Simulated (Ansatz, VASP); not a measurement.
## SnTe in VASP and in Ansatz

The input INCAR:

```
PREC = Accurate
ENCUT = 520
EDIFF = 1E-7
ISMEAR = -1
SIGMA = 0.02
LREAL = F
LASPH = T
NELM = 60
ALGO = Normal
ISIF = 2
LWAVE = F
LCHARG = F
GGA = PS
NBANDS = 17
```

File KPOINTS:

```
regular mesh
0
Gamma
  4 4 4
```

File POSCAR:

```
SnTe
1.0
    0.0000000000      3.6051213577      3.6051213577
    3.6051213577      0.0000000000      3.6051213577
    3.6051213577      3.6051213577      0.0000000000
Sn Te
1 1
Direct
    0.0195700000      0.9812100000      0.9875900000
    0.7487800000      0.7407700000      0.7618300000
```

Input for Ansatz:

```yaml
crystal:
  lattice:
    - [0.0, 3.6051213577374113, 3.6051213577374113]
    - [3.6051213577374113, 0.0, 3.6051213577374113]
    - [3.6051213577374113, 3.6051213577374113, 0.0]
  atoms:
    - { symbol: Sn, position: [0.01957, 0.98121, 0.98759] }
    - { symbol: Te, position: [0.74878, 0.74077, 0.76183] }
basis:
  ecutwfc: 540.0
  xc_grid: 2
kpoints:
  mp_grid:
    grid: [4, 4, 4]
hamiltonian:
  xc: pbesol
scf:
  convergence:
    dr2_threshold: 1.0e-09
  occupations:
    method: fermi_dirac
    width: 0.02
output:
  forces: true
  stress: true
```

Alike in both runs: task single point; functional PBEsol; k mesh 4 × 4 × 4; occupations fermi-dirac, width 0.02 eV; no spin polarisation.

|  | VASP | Ansatz |
| --- | --- | --- |
| version | VASP 6.6.1 | Ansatz 0.2.0 |
| potentials or method | VASP PAW PBE potentials, release 64 (Sn_d, Te), cutoff 520 eV | plane waves, PAW |
| valence electrons in the cell | 20 | 30 |

Ansatz gave:

- pressure (GPa): -1.4
- traceless stress, the component that is largest in VASP (GPa): 0.59
- rms of the force components (eV/Å): 0.176

**Question.** Which values does VASP return?

**Answer.** Pressure (GPa): -1.5; traceless stress, the component that is largest in VASP (GPa): 0.60; rms of the force components (eV/Å): 0.178.

VASP's potentials were made for PBE, not for PBEsol. Atom by atom the forces differ by 0.002 eV/Å (rms over components). VASP's potentials hold 20 valence electrons a cell and Ansatz's 30, so a difference there can come from the potentials and not from the codes. Ansatz's warnings: stress scf threshold loose.

The k mesh is coarse, so the values compare programs but aren't converged. Neither program's run includes spin-orbit coupling.
